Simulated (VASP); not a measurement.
# LiH (P1) in VASP: relaxation of cell and atoms with PBEsol

Aim: the relaxation of cell and atoms of LiH with PBEsol.

Program: VASP 6.6.1. These are calculated values, not measurements. Logs are shortened: lines on timing, memory, paths and dates and some standing lists are left out, and cuts for length are marked.

### Step 1. The cell of the first run

The typed cell holds 8 atoms: a = 4.830 Å, b = 4.886 Å, c = 5.501 Å, α = 89.82°, β = 90.71°, γ = 147.38°.

### Step 2. Relaxation of cell and atoms, PBEsol

File INCAR:

```
SYSTEM = LiH
PREC = Accurate ; ENCUT = 600
EDIFF = 1E-7 ; ISMEAR = -1
SIGMA = 0.05 ; LREAL = .FALSE.
LASPH = .TRUE. ; NELM = 80
ALGO = Normal ; ISIF = 3
LWAVE = .FALSE. ; LCHARG = .FALSE.
GGA = PS ; IBRION = 2
NSW = 100 ; EDIFFG = -0.01
```

File KPOINTS:

```
Automatic mesh
0
G
  6 6 4
  0 0 0
```

File POSCAR:

```
LiH
1.0
    1.3142456967     -4.6472160781     -0.0299994877
    1.4145727720      4.6764998099      0.0079785222
   -0.0454188517      0.0228633710      5.5011288846
Li H
4 4
Direct
    0.3246921040      0.6281441705      0.4003639672
    0.6113348754      0.2787931872      0.1261311170
    0.3169016229      0.6369284166      0.8533386183
    0.7014570297      0.3918149651      0.5916506180
    0.7992504049      0.0954008172      0.1468002468
    0.1505430423      0.9157298740      0.4194334619
    0.8710326019      0.1432405264      0.6093864439
    0.1520717914      0.8947996340      0.8596209734
```

Potentials or basis: VASP PAW PBE potentials, release 64 (Li_sv, H).

Launch:

```bash
$ cat potpaw_PBE.64/Li_sv/POTCAR potpaw_PBE.64/H/POTCAR > POTCAR
$ mpirun -np 1 vasp_std > vasp.out
```

OUTCAR:

```text
SYSTEM = LiH
   PREC = Accurate
   ENCUT = 600
   EDIFF = 1E-7
   ISMEAR = -1
   LREAL = .FALSE.
   LASPH = .TRUE.
   NELM = 80
   ISIF = 3
   GGA = PS
   IBRION = 2
   NSW = 100
   EDIFFG = -0.01

 ion  position               nearest neighbor table
   1  0.325  0.628  0.400-   7 1.74   4 2.39   3 2.49
   2  0.611  0.279  0.126-   5 1.73   3 2.56   4 2.57
   3  0.317  0.637  0.853-   1 2.49   4 2.50   2 2.56
   4  0.701  0.392  0.592-   6 1.68   6 1.71   1 2.39   3 2.50   2 2.57
   5  0.799  0.095  0.147-   2 1.73
   6  0.151  0.916  0.419-   4 1.68   4 1.71
   7  0.871  0.143  0.609-   1 1.74
   8  0.152  0.895  0.860-

  LATTYP: Found a triclinic cell.
 ALAT       =     2.7290644358
 B/A-ratio  =     2.2974727259
 C/A-ratio  =     2.0158424309
 COS(alpha) =     0.0045761747
 COS(beta)  =     0.0162792953
 COS(gamma) =     0.6688450351

  Lattice vectors:

 A1 = (  -2.7288184687,  -0.0292837318,   0.0220209655)
 A2 = (  -4.1433912407,  -4.7057835417,   0.0140424433)
 A3 = (  -0.0454188517,   0.0228633710,   5.5011288846)

Analysis of symmetry for initial positions (statically):
=====================================================================
 Subroutine PRICEL returns:
 Original cell was already a primitive cell.

 Routine SETGRP: Setting up the symmetry group for a
 triclinic supercell.

 Subroutine GETGRP returns: Found  1 space group operations
 (whereof  1 operations were pure point group operations)
 out of a pool of  2 trial point group operations.

The static configuration has the point symmetry C_1 .

Analysis of symmetry for dynamics (positions and initial velocities):
=====================================================================
 Subroutine PRICEL returns:
 Original cell was already a primitive cell.

 Routine SETGRP: Setting up the symmetry group for a
 triclinic supercell.

 Subroutine GETGRP returns: Found  1 space group operations
 (whereof  1 operations were pure point group operations)
 out of a pool of  2 trial point group operations.

The dynamic configuration has the point symmetry C_1 .

 Subroutine INISYM returns: Found  1 space group operations
 (whereof  1 operations are pure point group operations),
 and found     1 'primitive' translations

----------------------------------------------------------------------------------------

                                     Primitive cell

  volume of cell :      69.9679

  direct lattice vectors                    reciprocal lattice vectors
     1.314245697 -4.647216078 -0.029999488     0.367680772 -0.111224022  0.003497936
     1.414572772  4.676499810  0.007978522     0.365371183  0.103311290  0.002587232
    -0.045418852  0.022863371  5.501128885     0.001475172 -0.000756378  0.181796194

  length of vectors
     4.829571306  4.885768134  5.501363886     0.384151232  0.379705173  0.181803752

  position of ions in fractional coordinates (direct lattice)
     0.324692104  0.628144171  0.400363967
     0.611334875  0.278793187  0.126131117
     0.316901623  0.636928417  0.853338618
     0.701457030  0.391814965  0.591650618
     0.799250405  0.095400817  0.146800247
     0.150543042  0.915729874  0.419433462
     0.871032602  0.143240526  0.609386444
     0.152071791  0.894799634  0.859620973

  ion indices of the primitive-cell ions
   primitive index   ion index
                 1           1
                 2           2
                 3           3
                 4           4
                 5           5
                 6           6
                 7           7
                 8           8

----------------------------------------------------------------------------------------

 KPOINTS: Automatic mesh

Automatic generation of k-mesh.
 Grid dimensions read from file:
 generate k-points for:    6    6    4

 Generating k-lattice:

  Cartesian coordinates                     Fractional coordinates (reciprocal lattice)
     0.061280129 -0.018537337  0.000582989     0.166666667 -0.000000000  0.000000000
     0.060895197  0.017218548  0.000431205    -0.000000000  0.166666667 -0.000000000
     0.000368793 -0.000189095  0.045449049     0.000000000  0.000000000  0.250000000

  Length of vectors
     0.064025205  0.063284195  0.045450938

  Shift w.r.t. Gamma in fractional coordinates (k-lattice)
     0.000000000  0.000000000  0.000000000

 Subroutine IBZKPT returns following result:
 ===========================================

 Found     76 irreducible k-points:

 Following reciprocal coordinates:
            Coordinates               Weight
  0.000000  0.000000  0.000000      1.000000
  0.166667 -0.000000  0.000000      2.000000
  0.333333  0.000000  0.000000      2.000000
  0.500000 -0.000000  0.000000      1.000000
 -0.000000  0.166667  0.000000      2.000000
  0.166667  0.166667  0.000000      2.000000
[... 16 lines left out ...]
  0.333333  0.000000  0.250000      2.000000
  0.500000 -0.000000  0.250000      2.000000
 [... further k-points ...]
   k-points           NKPTS =     76   k-points in BZ     NKDIM =     76   number of bands    NBANDS=     13
   number of dos      NEDOS =    301   number of ions     NIONS =      8
   total plane-waves  NPLWV =  76800
   dimension x,y,z NGX =    40 NGY =   40 NGZ =   48
   dimension x,y,z NGXF=    80 NGYF=   80 NGZF=   96
   ions per type =               4   4
   NGX,Y,Z   is equivalent  to a cutoff of  13.77, 13.61, 14.51 a.u.
   NGXF,Y,Z  is equivalent  to a cutoff of  27.54, 27.22, 29.01 a.u.
 SYSTEM =  LiH
   PREC   = accura    normal or accurate (medium, high low for compatibility)
   ISTART =      0    job   : 0-new  1-cont  2-samecut
   ICHARG =      2    charge: 1-file 2-atom 10-const
   ISPIN  =      1    spin polarized calculation?
   LNONCOLLINEAR =      F non collinear calculations
   LSORBIT =      F    spin-orbit coupling
   LASPH  =      T    aspherical Exc in radial PAW
   ENCUT  =  600.0 eV  44.10 Ry    6.64 a.u.   9.65  9.76 10.99*2*pi/ulx,y,z
   NELM   =     80;   NELMIN=  2; NELMDL= -5     # of ELM steps
   EDIFF  = 0.1E-06   stopping-criterion for ELM
   LREAL  =      F    real-space projection
   EDIFFG = -.1E-01   stopping-criterion for IOM
   NSW    =    100    number of steps for IOM
   IBRION =      2    ionic relax: 0-MD 1-quasi-New 2-CG
   NFREE  =      1    steps in history (QN), initial steepest desc. (CG)
   ISIF   =      3    stress and relaxation
   ISYM   =      2    0-nonsym 1-usesym 2-fastsym
   POTIM  = 0.5000    time-step for ionic-motion
   TEBEG  =    0.0;   TEEND  =   0.0 temperature during run
   PSTRESS=    0.0 pullay stress
   NELECT =      16.0000    total number of electrons
   NUPDOWN=      -1.0000    fix difference up-down
   EMIN   =  10.00;   EMAX   =-10.00  energy-range for DOS
   EFERMI =   0.00;   METHOD = LEGACY
   ISMEAR =    -1;   SIGMA  =   0.05  broadening in eV -4-tet -1-fermi 0-gaus
   EFERMI_NEDOS =   21; number of points for ismear=-14 and -15
   IALGO  =     38    algorithm
   IMIX   =      4    mixing-type and parameters
     AMIX     =   0.40;   BMIX     =  1.00
     AMIX_MAG =   1.60;   BMIX_MAG =  1.00
  volume/ion in A,a.u.               =       8.75        59.02
  Fermi-wavevector in a.u.,A,eV,Ry     =   1.001110  1.891824 13.636055  1.002222
  Thomas-Fermi vector in A             =   2.133511
   LORBIT       =      0    0 simple, 1 ext, 2 COOP (PROOUT), +10 PAW based schemes
   GGA     = PS    functional components
   LHFCALC =     F    Hartree Fock is set to
   AEXX    =    0.0000 exact exchange contribution
   IVDW    =     0    specifies the selected vdW correction
   LEPSILON=     F    determine dielectric tensor
   LRPA    =     F    only Hartree local field effects (RPA)
 conjugate gradient relaxation of ions
 non-spin polarized calculation
  energy-cutoff  :      600.00
  volume of cell :       69.97
 maximum number of plane-waves:      2362
 NGX is ok and might be reduce to    40
   NGX = 19   NGY = 19   NGZ = 21

--------------------------------------- Ionic step        1  -------------------------------------------

 number of electron      15.9999997 magnetization

 Free energy of the ion-electron system (eV)
  ---------------------------------------------------
  ext. energy  EPLUGINS =         0.00000000
  ---------------------------------------------------
  free energy    TOTEN  =       -23.17612057 eV

  energy without entropy =      -23.17612054  energy(sigma->0) =      -23.17612055

------------------------ aborting loop because EDIFF is reached ----------------------------------------

  FORCE on cell =-STRESS in cart. coord.  units (eV):
  Direction    XX          YY          ZZ          XY          YZ          ZX
  --------------------------------------------------------------------------------------
  -------------------------------------------------------------------------------------
  Total        0.8974673      0.5054126      1.6306302     -0.8594474     -0.2448535      0.1891270
  in kB       20.5508822     11.5733181     37.3393999    -19.6802747     -5.6068390      4.3307725
  external PRESSURE =      23.1545334 kB  Pullay stress =       0.0000000 kB
[... 107 lines left out ...]
  FREE ENERGIE OF THE ION-ELECTRON SYSTEM (eV)
  ---------------------------------------------------
  free  energy   TOTEN  =       -23.7228131008 eV

  energy  without entropy=      -23.7228130848  energy(sigma->0) =      -23.72281309

 E-fermi :   0.7340     XC(G=0):  -8.1065

 val. band max:       -0.0128623427   @ k =   0.5000  -0.0000   0.0000
 cond. band min:       1.3990922437   @ k =   0.0000   0.0000   0.0000
 fundamental gap:      1.4119545863
 Fermi energy:         0.7339944543

 k-point     1 :       0.0000    0.0000    0.0000
  band No.  band energies     occupation
      1     -44.2607      2.00000
      2     -44.2352      2.00000
      3     -44.1617      2.00000
      4     -44.0545      2.00000
      5      -5.4578      2.00000
      6      -2.9927      2.00000
      7      -2.8997      2.00000
      8      -1.3356      2.00000
      9       1.3991      0.00000
     10       5.5542      0.00000
     11       5.8038      0.00000
     12       6.8196      0.00000
     13       7.2531      0.00000
[... 356 lines left out ...]
      2     -44.2159      2.00000
      3     -44.1432      2.00000
      4     -44.0344      2.00000
      5      -2.8604      2.00000
      6      -1.9338      2.00000
      7      -1.0139      2.00000
      8      -0.3706      2.00000
      9       3.7641      0.00000
     10       4.0278      0.00000
     11       4.4521      0.00000
     12       5.7391      0.00000
     13       6.4535      0.00000

 [... further k-points ...]

[... ionic steps 4 to 28 ...]

--------------------------------------- Ionic step       29  -------------------------------------------

 number of electron      16.0000002 magnetization

------------------------ aborting loop because EDIFF is reached ----------------------------------------
[... 79 lines left out ...]
--------------------------------------- Ionic step       31  -------------------------------------------

 number of electron      16.0000003 magnetization

 Free energy of the ion-electron system (eV)
  ---------------------------------------------------
  ext. energy  EPLUGINS =         0.00000000
  ---------------------------------------------------
  free energy    TOTEN  =       -24.48478717 eV

  energy without entropy =      -24.48478717  energy(sigma->0) =      -24.48478717

 E-fermi :   1.3597     XC(G=0):  -8.6950

 val. band max:        0.2886762087   @ k =   0.5000  -0.0000   0.0000
 cond. band min:       2.9827977649   @ k =   0.0000   0.0000   0.0000
 fundamental gap:      2.6941215561
 Fermi energy:         1.3597101568

 k-point     1 :       0.0000    0.0000    0.0000
  band No.  band energies     occupation
      1     -43.3994      2.00000
      2     -43.3449      2.00000
      3     -43.3448      2.00000
      4     -43.3280      2.00000
      5      -5.3655      2.00000
      6      -2.5515      2.00000
      7      -2.5491      2.00000
      8       0.2689      2.00000
      9       2.9828      0.00000
     10       7.6372      0.00000
     11       7.6375      0.00000
     12       8.5753      0.00000
     13       8.5813      0.00000
[... 403 lines left out ...]
  FREE ENERGIE OF THE ION-ELECTRON SYSTEM (eV)
  ---------------------------------------------------
  free  energy   TOTEN  =       -24.4847871732 eV

  energy  without entropy=      -24.4847871732  energy(sigma->0) =      -24.48478717

 reached required accuracy - stopping structural energy minimisation
```

Run time: 49 min. Hardware: 1 thread of AMD EPYC 9755, shared host; peak memory 0.28 GiB.

What came out:

| Quantity | Value |
| --- | --- |
| Free energy | -24.4848 eV |
| Relaxed volume | 7.85 Å³/atom |
| Relaxed cell | a = 4.864 Å, b = 3.980 Å, c = 5.620 Å, α = 89.99°, β = 90.02°, γ = 144.77° |
| Space group after relaxing (to 0.1 Å) | Fm-3m (No. 225) |
| Energy gained by relaxing | 163.6 meV/atom |
| Ionic steps | 31 |
| Pressure after relaxing | 0.0 GPa |
| Largest force after relaxing | 0.008 eV/Å |
| Band gap on the k mesh | 2.69 eV (least direct gap 2.71 eV) |

Forces in eV/Å, atoms in the order of the input:
```
Li   0.006  0.002  0.001
Li   0.002 -0.001  0.000
Li  -0.006  0.006  0.000
Li  -0.001  0.001  0.000
H   -0.001 -0.003 -0.001
H    0.004 -0.003  0.002
H    0.000 -0.002 -0.001
H   -0.005  0.001 -0.001
```

The path:
| step | energy change (eV) | largest force (eV/Å) | pressure (GPa) | volume (Å³) |
| --- | --- | --- | --- | --- |
| 1 | 0.0000 | 1.1387 | 2.32 | 69.97 |
| 2 | -0.2615 | 0.8481 | 0.89 | 71.25 |
| 3 | -0.5467 | 0.3332 | -1.56 | 74.30 |
| 4 | -0.5566 | 0.2963 | -1.92 | 74.91 |
| 5 | -0.6021 | 0.2588 | -1.36 | 73.21 |
| 6 | -0.6478 | 0.2579 | 0.50 | 68.80 |
| 7 | -0.6486 | 0.2524 | 0.24 | 69.33 |
| 8 | -0.6647 | 0.1884 | 0.23 | 69.11 |
| 9 | -0.6903 | 0.1954 | 0.33 | 68.44 |
| 10 | -0.7083 | 0.2037 | 0.16 | 68.55 |
| 11 | -0.7683 | 0.2653 | -0.32 | 68.83 |
| 12 | -0.8884 | 0.3653 | -1.07 | 69.18 |
| 13 | -0.8113 | 1.1713 | -1.22 | 68.99 |
| 14 | -0.9165 | 0.5811 | -1.21 | 69.25 |
| 15 | -0.9220 | 0.6887 | -1.29 | 69.25 |
| 16 | -0.9300 | 0.7002 | -1.34 | 69.23 |
| 17 | -0.9476 | 0.7335 | -1.47 | 69.15 |
| 18 | -0.9473 | 0.7936 | -1.62 | 68.93 |
| 19 | -0.9531 | 0.7663 | -1.56 | 69.06 |
| 20 | -0.9754 | 0.7160 | -1.56 | 68.84 |
| 21 | -1.0362 | 0.5772 | -1.54 | 68.18 |
| 22 | -1.1318 | 0.3455 | -1.37 | 66.89 |
| 23 | -1.2170 | 0.3704 | -0.46 | 64.33 |
| 24 | -1.2411 | 0.3247 | -0.35 | 63.97 |
| 25 | -1.2837 | 0.1889 | 0.10 | 62.87 |
| 26 | -1.2873 | 0.1411 | 0.34 | 62.40 |
| 27 | -1.2985 | 0.0926 | 0.17 | 62.59 |
| 28 | -1.3070 | 0.0458 | -0.09 | 62.93 |
| 29 | -1.3083 | 0.0190 | -0.02 | 62.81 |
| 30 | -1.3085 | 0.0165 | 0.02 | 62.74 |
| 31 | -1.3087 | 0.0082 | 0.01 | 62.76 |

Final structure:
```
Li H
1.0
     2.16813   -4.35375    0.00047
     0.60624    3.93396   -0.00086
    -0.00124    0.00248    5.61968
Li H
4 4
Cartesian
  0.8202 0.9114 2.1116
  1.9072 -1.2657 0.7069
  0.8267 0.9106 4.9217
  1.9081 -1.2654 3.5167
  2.2115 0.7024 0.7073
  1.1246 2.8802 2.1108
  2.2108 0.7029 3.5169
  1.1292 2.8794 4.9213
```

Caveat: the cutoff is under 1.25 times the usual one of these potentials, so pressure, stress and relaxed cells hold a basis-set (Pulay) error; a cell axis changed by over 15 % at a fixed basis, so the end point is rough; the PAW data sets were made with another functional, which shifts forces and pressure a little. A k mesh can miss the band edges.
